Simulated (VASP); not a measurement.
The system is HfC.

```
CELL_PARAMETERS angstrom
0.00000 2.32500 2.32500
2.32500 0.00000 2.32500
2.32500 2.32500 0.00000
ATOMIC_POSITIONS crystal
Hf 0.50000 0.50000 0.50000
C 0.00000 0.00000 0.00000
```

| Item | Value |
| --- | --- |
| Program | VASP 6.6.1 |
| Task | relaxation of cell and atoms |
| Functional | HSE06 |
| Potentials or basis | VASP PAW PBE potentials, release 64 (Hf_pv, C) |
| Cutoff | 600 eV |
| k mesh | 5 × 5 × 5 |
| Occupations | fermi-dirac, width 0.05 eV |
| Spin | no spin polarisation |

At the start: pressure -3.8 GPa; volume 12.57 Å³/atom.

**Question.** How do energy, volume and symmetry change on relaxing?

**Answer.** Over 3 steps the energy falls by 2.3 meV/atom and the volume is 12.38 Å³/atom (-1.5 %); space group Fm-3m (No. 225, to 0.1 Å) before and after.

Step by step:
| step | energy change (eV) | largest force (eV/Å) | pressure (GPa) | volume (Å³) |
| --- | --- | --- | --- | --- |
| 1 | 0.0000 | 0.0000 | -3.81 | 25.14 |
| 2 | 0.0114 | 0.0000 | 7.63 | 24.06 |
| 3 | -0.0046 | 0.0000 | -0.01 | 24.76 |

Final structure:
```xyz
2
Lattice="0.0000 2.3132 2.3132 2.3132 0.0000 2.3132 2.3132 2.3132 0.0000" Properties=species:S:1:pos:R:3 pbc="T T T"
Hf    2.3132    2.3132    2.3132
C     0.0000    0.0000    0.0000
```

Caveat: the k points lie up to 0.47 Å⁻¹ apart in the final cell, too coarse for converged energies and pressures of a metal; the PAW data sets were made with another functional, which shifts forces and pressure a little.
